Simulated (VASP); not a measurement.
Runs of VASP 6.6.1 on CsPbBr3. The structure is that of space group Pm-3m (No. 221), or close to it. The cells are those of the table. 

```csv
task,level,potentials or basis,cell,cutoff (eV),gap on the mesh (eV),pressure (GPa),relaxed volume (Å³/atom)
single point,PBE,"VASP PAW PBE potentials, release 64 (Cs_sv, Pb_d, Br)","a = 6.010 Å, 5 atoms",520,(b),0.0,-
single point,LDA,"VASP PAW LDA potentials, release 64 (Cs_sv, Pb_d, Br)","a = 5.784 Å, 5 atoms",520,1.16,0.0,-
single point,r2SCAN,"VASP PAW PBE potentials, release 64 (Cs_sv, Pb_d, Br)","a = 5.943 Å, 5 atoms",520,2.06,0.0,-
single point,PBEsol,"VASP PAW PBE potentials, release 64 (Cs_sv, Pb_d, Br)","a = 5.882 Å, 5 atoms",520,1.45,0.0,-
relaxation of cell and atoms,PBE,"VASP PAW PBE potentials, release 64 (Cs_sv, Pb_d, Br)","relaxed from a = 5.870 Å, 5 atoms",600,1.80,0.0,43.46
relaxation of cell and atoms,LDA,"VASP PAW LDA potentials, release 64 (Cs_sv, Pb_d, Br)","relaxed from a = 6.010 Å, 5 atoms",600,1.16,0.0,38.71
relaxation of cell and atoms,PBEsol,"VASP PAW PBE potentials, release 64 (Cs_sv, Pb_d, Br)","relaxed from a = 6.010 Å, 5 atoms",600,1.45,0.0,(a)
```

Alike in all rows: no spin polarisation; k mesh 4 × 4 × 4; smearing fermi-dirac 0.02 eV.

Q: Fill in the values left out.

A: (a) 40.70; (b) 1.79.

Caveats: spin-orbit coupling is left out, which moves the levels of the heavy elements; the PAW data sets were made with another functional, which shifts forces and pressure a little (at least some runs).

A k mesh can miss the band edges, and the runs leave out spin-orbit coupling on Br, Cs, Pb.
